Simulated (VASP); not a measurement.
Write the native input for VASP 6.6.1 that does the following.

| Item | Value |
| --- | --- |
| Task | single point |
| Functional | PBE |
| Dispersion | D3(BJ) |
| Potentials or basis | VASP PAW PBE potentials, release 64 (Si, O) |
| Cutoff | 520 eV |
| k mesh | 2 × 2 × 2 |
| Occupations | fermi-dirac, width 0.05 eV |
| Spin | no spin polarisation |
| Dipole correction | no |
| Further INCAR settings | LREAL = Auto; ALGO = Normal; EDIFF = 1e-06; NBANDS = 78 |

The structure of Si8O15 (a cell with a defect) lies in POSCAR:

```
Si8O15
1.0
   -4.2244000000     -4.2244000000      0.0000000000
    4.2244000000     -4.2244000000      0.0000000000
    0.0000000000      0.0000000000      5.3792000000
Si O
8 15
Direct
    0.4996954597      0.4996561642      0.0006830012
   -0.0002915207      0.4999598760      0.2467212597
    0.4996973535      0.4989280134      0.5006794691
   -0.0002925859      0.4999614146      0.7546412106
   -0.0002905738     -0.0000394139      0.0006807704
    0.4996758119     -0.0016917195      0.2205370687
   -0.0005177067      0.0000137298      0.5006813281
    0.4996947496     -0.0016770429      0.7808218694
    0.1961214610      0.5002607471      0.0006803986
   -0.0002594451      0.1984658176      0.2368251785
    0.8032822413      0.5002614572      0.0006824435
   -0.0002583799      0.8015262522      0.2369969512
    0.1937597055      0.4999021163      0.5006818858
   -0.0002624041      0.1984664094      0.7645374777
    0.8056445886      0.4999024714      0.5006798409
   -0.0002613389      0.8015261339      0.7643651472
    0.6965869709     -0.0002568412      0.0006870910
    0.4996902519      0.6939668355      0.2443952632
    0.3028118786     -0.0002560127      0.0006716612
    0.4996902519      0.3063804327      0.2437144929
    0.4996951046      0.6939693211      0.7569659057
    0.4998431730      0.0021843339      0.5007183224
    0.4996952230      0.3063752249      0.7576485351
```

One way to write it, as run:

INCAR

```
SYSTEM = Si8O15
PREC = Accurate
ENCUT = 520
EDIFF = 1E-6
ISMEAR = -1
SIGMA = 0.05
LREAL = Auto
LASPH = .True.
NELM = 80
ALGO = Normal
ISIF = 2
LWAVE = .False.
LCHARG = .True.
GGA = PE
IVDW = 12
LELF = .True.
LVHAR = .True.
NBANDS = 78
```

KPOINTS

```
Automatic mesh
0
Gamma
  2 2 2
  0 0 0
```

Potentials or basis: VASP PAW PBE potentials, release 64 (Si, O).

Launch:

```console
$ cat potpaw_PBE.64/Si/POTCAR potpaw_PBE.64/O/POTCAR > POTCAR
$ mpirun -np 1 vasp_std > vasp.out
```

Results of the run:

| Item | Value |
| --- | --- |
| Pressure | 12.8 GPa |
| Largest force | 0.084 eV/Å |
| Band gap on the k mesh | zero (band 61 reaches 11.42 eV, above the bottom of band 62 at 10.92 eV) |
| Dispersion energy per atom | -0.231 eV |

Caveat: the k points lie up to 0.58 Å⁻¹ apart.

It took 2.1 min on 1 thread of AMD EPYC 9R45 96-Core Processor (Zen 5) (shared host), peak memory 0.29 GiB.
